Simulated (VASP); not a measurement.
# Rh (Fm-3m) in VASP: further runs

Runs on Rh. Level: PBE. Tasks: single point.

Everything below comes from runs of VASP 6.6.1. Logs are shortened: lines on timing, memory, paths and dates and some standing lists are left out, and cuts for length are marked.

### Step 1. The cell of the first run

The structure is cubic, space group Fm-3m (No. 225). The conventional cell has a = 3.826 Å, b = 3.826 Å, c = 3.826 Å, α = 90.00°, β = 90.00°, γ = 90.00°. Rh (site symmetry m-3m) has 12 Rh at 2.71 Å within 3.6 Å.

### Step 2. Single point, PBE

INCAR

```
PREC = Accurate
ENCUT = 520
EDIFF = 1E-6
ISMEAR = -1
SIGMA = 0.15
LREAL = F
LASPH = T
NELM = 100
ALGO = Normal
ISIF = 2
LWAVE = F
LCHARG = F
GGA = PE
NBANDS = 14
```

KPOINTS

```
regular mesh
0
Gamma
  4 4 4
```

POSCAR

```
Rh
1.0
    0.0000000000      1.9129000000      1.9129000000
    1.9129000000      0.0000000000      1.9129000000
    1.9129000000      1.9129000000      0.0000000000
Rh
1
Direct
    0.0000000000      0.0000000000      0.0000000000
```

Potentials or basis: VASP PAW PBE potentials, release 64 (Rh_pv).

The run is started by

```sh
> cat potpaw_PBE.64/Rh_pv/POTCAR > POTCAR
> mpirun -np 1 vasp_std > vasp.out
```

OUTCAR:

```text
PREC = Accurate
   ENCUT = 520
   EDIFF = 1E-6
   ISMEAR = -1
   LREAL = F
   LASPH = T
   NELM = 100
   ISIF = 2
   GGA = PE

 ion  position               nearest neighbor table
   1  0.000  0.000  0.000-

  LATTYP: Found a face centered cubic cell.
 ALAT       =     3.8258000000

  Lattice vectors:

 A1 = (   0.0000000000,   1.9129000000,   1.9129000000)
 A2 = (   1.9129000000,   0.0000000000,   1.9129000000)
 A3 = (   1.9129000000,   1.9129000000,   0.0000000000)

Analysis of symmetry for initial positions (statically):
=====================================================================
 Subroutine PRICEL returns:
 Original cell was already a primitive cell.

 Routine SETGRP: Setting up the symmetry group for a
 face centered cubic supercell.

 Subroutine GETGRP returns: Found 48 space group operations
 (whereof 48 operations were pure point group operations)
 out of a pool of 48 trial point group operations.

The static configuration has the point symmetry O_h .

Analysis of symmetry for dynamics (positions and initial velocities):
=====================================================================
 Subroutine PRICEL returns:
 Original cell was already a primitive cell.

 Routine SETGRP: Setting up the symmetry group for a
 face centered cubic supercell.

 Subroutine GETGRP returns: Found 48 space group operations
 (whereof 48 operations were pure point group operations)
 out of a pool of 48 trial point group operations.

The dynamic configuration has the point symmetry O_h .

 Subroutine INISYM returns: Found 48 space group operations
 (whereof 48 operations are pure point group operations),
 and found     1 'primitive' translations

----------------------------------------------------------------------------------------

                                     Primitive cell

  volume of cell :      13.9993

  direct lattice vectors                    reciprocal lattice vectors
     0.000000000  1.912900000  1.912900000    -0.261383240  0.261383240  0.261383240
     1.912900000  0.000000000  1.912900000     0.261383240 -0.261383240  0.261383240
     1.912900000  1.912900000  0.000000000     0.261383240  0.261383240 -0.261383240

  length of vectors
     2.705249123  2.705249123  2.705249123     0.452729052  0.452729052  0.452729052

  position of ions in fractional coordinates (direct lattice)
     0.000000000  0.000000000  0.000000000

  ion indices of the primitive-cell ions
   primitive index   ion index
                 1           1

----------------------------------------------------------------------------------------

 KPOINTS: regular mesh

Automatic generation of k-mesh.
 Grid dimensions read from file:
 generate k-points for:    4    4    4

 Generating k-lattice:

  Cartesian coordinates                     Fractional coordinates (reciprocal lattice)
    -0.065345810  0.065345810  0.065345810     0.250000000  0.000000000  0.000000000
     0.065345810 -0.065345810  0.065345810     0.000000000  0.250000000  0.000000000
     0.065345810  0.065345810 -0.065345810     0.000000000  0.000000000  0.250000000

  Length of vectors
     0.113182263  0.113182263  0.113182263

  Shift w.r.t. Gamma in fractional coordinates (k-lattice)
     0.000000000  0.000000000  0.000000000

 Subroutine IBZKPT returns following result:
 ===========================================

 Found      8 irreducible k-points:

 Following reciprocal coordinates:
            Coordinates               Weight
  0.000000  0.000000  0.000000      1.000000
  0.250000  0.000000  0.000000      8.000000
  0.500000  0.000000  0.000000      4.000000
  0.250000  0.250000  0.000000      6.000000
  0.500000  0.250000  0.000000     24.000000
 -0.250000  0.250000  0.000000     12.000000
  0.500000  0.500000  0.000000      3.000000
 -0.250000  0.500000  0.250000      6.000000
   k-points           NKPTS =      8   k-points in BZ     NKDIM =      8   number of bands    NBANDS=     14
   number of dos      NEDOS =    301   number of ions     NIONS =      1
   total plane-waves  NPLWV =   8000
   dimension x,y,z NGX =    20 NGY =   20 NGZ =   20
   dimension x,y,z NGXF=    40 NGYF=   40 NGZF=   40
   ions per type =               1
   NGX,Y,Z   is equivalent  to a cutoff of  12.29, 12.29, 12.29 a.u.
   NGXF,Y,Z  is equivalent  to a cutoff of  24.58, 24.58, 24.58 a.u.
 SYSTEM =  unknown system
   PREC   = accura    normal or accurate (medium, high low for compatibility)
   ISTART =      0    job   : 0-new  1-cont  2-samecut
   ICHARG =      2    charge: 1-file 2-atom 10-const
   ISPIN  =      1    spin polarized calculation?
   LNONCOLLINEAR =      F non collinear calculations
   LSORBIT =      F    spin-orbit coupling
   LASPH  =      T    aspherical Exc in radial PAW
   ENCUT  =  520.0 eV  38.22 Ry    6.18 a.u.   5.03  5.03  5.03*2*pi/ulx,y,z
   NELM   =    100;   NELMIN=  2; NELMDL= -5     # of ELM steps
   EDIFF  = 0.1E-05   stopping-criterion for ELM
   LREAL  =      F    real-space projection
   EDIFFG = 0.1E-04   stopping-criterion for IOM
   NSW    =      0    number of steps for IOM
   IBRION =     -1    ionic relax: 0-MD 1-quasi-New 2-CG
   NFREE  =      0    steps in history (QN), initial steepest desc. (CG)
   ISIF   =      2    stress and relaxation
   ISYM   =      2    0-nonsym 1-usesym 2-fastsym
   POTIM  = 0.5000    time-step for ionic-motion
   TEBEG  =    0.0;   TEEND  =   0.0 temperature during run
   PSTRESS=    0.0 pullay stress
   NELECT =      15.0000    total number of electrons
   NUPDOWN=      -1.0000    fix difference up-down
   EMIN   =  10.00;   EMAX   =-10.00  energy-range for DOS
   EFERMI =   0.00;   METHOD = LEGACY
   ISMEAR =    -1;   SIGMA  =   0.15  broadening in eV -4-tet -1-fermi 0-gaus
   EFERMI_NEDOS =   21; number of points for ismear=-14 and -15
   IALGO  =     38    algorithm
   IMIX   =      4    mixing-type and parameters
     AMIX     =   0.40;   BMIX     =  1.00
     AMIX_MAG =   1.60;   BMIX_MAG =  1.00
  volume/ion in A,a.u.               =      14.00        94.47
  Fermi-wavevector in a.u.,A,eV,Ry     =   1.675212  3.165691 38.182487  2.806334
  Thomas-Fermi vector in A             =   2.759871
   LORBIT       =      0    0 simple, 1 ext, 2 COOP (PROOUT), +10 PAW based schemes
   GGA     = PE    functional components
   LHFCALC =     F    Hartree Fock is set to
   AEXX    =    0.0000 exact exchange contribution
   IVDW    =     0    specifies the selected vdW correction
   LEPSILON=     F    determine dielectric tensor
   LRPA    =     F    only Hartree local field effects (RPA)
 non-spin polarized calculation
  energy-cutoff  :      520.00
  volume of cell :       14.00
 maximum number of plane-waves:       388
   NGX =  9   NGY =  9   NGZ =  9

 number of electron      15.0000004 magnetization

 Free energy of the ion-electron system (eV)
  ---------------------------------------------------
  ext. energy  EPLUGINS =         0.00000000
  ---------------------------------------------------
  free energy    TOTEN  =        -7.69382586 eV

  energy without entropy =       -7.66342217  energy(sigma->0) =       -7.67862402

 E-fermi :  11.6611     XC(G=0): -13.9002

 val. band max:       11.3584552293   @ k =   0.2500   0.2500   0.0000
 cond. band min:      12.1449932777   @ k =   0.5000   0.5000   0.0000
 fundamental gap:      0.7865380484
 Fermi energy:        11.6610992272

 k-point     1 :       0.0000    0.0000    0.0000
  band No.  band energies     occupation
      1     -34.7081      2.00000
      2     -34.7081      2.00000
      3     -34.7081      2.00000
      4       3.7543      2.00000
      5       8.6285      2.00000
      6       8.6285      2.00000
      7       8.6285      2.00000
      8      10.6543      1.99757
      9      10.6543      1.99757
     10      27.6037      0.00000
     11      32.2587      0.00000
     12      32.9391      0.00000
     13      32.9391      0.00000
     14      32.9391      0.00000

 k-point     2 :       0.2500    0.0000    0.0000
  band No.  band energies     occupation
      1     -35.0587      2.00000
      2     -34.7562      2.00000
      3     -34.7562      2.00000
      4       5.5385      2.00000
      5       8.4894      2.00000
      6       8.9787      2.00000
      7       8.9787      2.00000
      8      10.8170      1.99283
      9      10.8170      1.99283
     10      26.5576      0.00000
     11      29.1049      0.00000
     12      32.2584      0.00000
     13      35.7788      0.00000
     14      35.7788      0.00000

 k-point     3 :       0.5000    0.0000    0.0000
  band No.  band energies     occupation
      1     -35.3974      2.00000
      2     -34.8039      2.00000
      3     -34.8039      2.00000
      4       5.6388      2.00000
      5       8.5493      2.00000
      6       8.5493      2.00000
      7      12.1788      0.06144
      8      12.1788      0.06144
      9      12.3327      0.02247
     10      20.0662      0.00000
     11      27.0864      0.00000
     12      32.2589      0.00000
     13      32.7211      0.00000
     14      32.7211      0.00000

 k-point     4 :       0.2500    0.2500    0.0000
  band No.  band energies     occupation
      1     -35.0439      2.00000
      2     -34.8357      2.00000
      3     -34.8357      2.00000
      4       6.0704      2.00000
      5       7.0667      2.00000
      6       9.7362      1.99999
      7      10.2055      1.99988
      8      10.2055      1.99988
      9      11.3585      1.76527
     10      29.8449      0.00000
     11      30.2492      0.00000
     12      30.2492      0.00000
     13      31.3386      0.00000
     14      32.2538      0.00000

 k-point     5 :       0.5000    0.2500    0.0000
  band No.  band energies     occupation
      1     -35.2804      2.00000
      2     -34.9846      2.00000
      3     -34.8832      2.00000
      4       6.4084      2.00000
      5       7.3282      2.00000
      6       9.1318      2.00000
      7      10.1306      1.99993
      8      12.2951      0.02879
      9      15.8511      0.00000
     10      21.4753      0.00000
     11      26.9208      0.00000
     12      28.8936      0.00000
     13      31.8228      0.00000
     14      32.2685      0.00000

 k-point     6 :      -0.2500    0.2500    0.0000
  band No.  band energies     occupation
      1     -35.2037      2.00000
      2     -35.0001      2.00000
      3     -34.8043      2.00000
      4       7.3088      2.00000
      5       7.8305      2.00000
      6       8.2359      2.00000
      7       9.7746      1.99999
      8      10.5627      1.99868
      9      14.6079      0.00000
     10      24.7573      0.00000
     11      25.4976      0.00000
     12      30.7981      0.00000
     13      32.2607      0.00000
     14      34.3673      0.00000

 k-point     7 :       0.5000    0.5000    0.0000
  band No.  band energies     occupation
      1     -35.3573      2.00000
      2     -34.9617      2.00000
      3     -34.9617      2.00000
      4       5.4520      2.00000
      5       5.8297      2.00000
      6      12.1450      0.07640
      7      12.5872      0.00416
      8      12.5872      0.00416
      9      14.8298      0.00000
     10      23.6468      0.00000
     11      24.7972      0.00000
     12      24.7972      0.00000
     13      32.2479      0.00000
     14      34.2897      0.00000

 k-point     8 :      -0.2500    0.5000    0.2500
  band No.  band energies     occupation
      1     -35.1617      2.00000
      2     -35.1617      2.00000
      3     -34.9686      2.00000
      4       6.7221      2.00000
      5       7.9170      2.00000
      6       7.9170      2.00000
      7      10.4479      1.99939
      8      12.5904      0.00407
      9      21.0943      0.00000
     10      21.0943      0.00000
     11      22.6778      0.00000
     12      24.0929      0.00000
     13      32.2596      0.00000
     14      37.2964      0.00000

------------------------ aborting loop because EDIFF is reached ----------------------------------------

  FORCE on cell =-STRESS in cart. coord.  units (eV):
  Direction    XX          YY          ZZ          XY          YZ          ZX
  --------------------------------------------------------------------------------------
  -------------------------------------------------------------------------------------
  Total       -0.4711386     -0.4711386     -0.4711386      0.0000000      0.0000000     -0.0000000
  in kB      -53.9203164    -53.9203164    -53.9203164      0.0000000      0.0000000     -0.0000000
  external PRESSURE =     -53.9203164 kB  Pullay stress =       0.0000000 kB

 VOLUME and BASIS-vectors are now :
 -----------------------------------------------------------------------------
  energy-cutoff  :      520.00
  volume of cell :       14.00
      direct lattice vectors                 reciprocal lattice vectors
     0.000000000  1.912900000  1.912900000    -0.261383240  0.261383240  0.261383240
     1.912900000  0.000000000  1.912900000     0.261383240 -0.261383240  0.261383240
     1.912900000  1.912900000  0.000000000     0.261383240  0.261383240 -0.261383240

 POSITION                                       TOTAL-FORCE (eV/Angst)
 -----------------------------------------------------------------------------------
      0.00000      0.00000      0.00000         0.000000      0.000000      0.000000
 -----------------------------------------------------------------------------------
    total drift:                                0.000000     -0.000000     -0.000000

  FREE ENERGIE OF THE ION-ELECTRON SYSTEM (eV)
  ---------------------------------------------------
  free  energy   TOTEN  =        -7.6938258611 eV

  energy  without entropy=       -7.6634221715  energy(sigma->0) =       -7.67862402
```

Run time: 1.9 s. Hardware: 1 thread of Intel Xeon Platinum 8488C (Sapphire Rapids), shared host; peak memory 0.12 GiB.

What came out:

```
Free energy : -7.6938 eV
Pressure    : -5.4 GPa
```

Caveat: the k points lie up to 0.71 Å⁻¹ apart.

(Continued in part 2 of 2.)
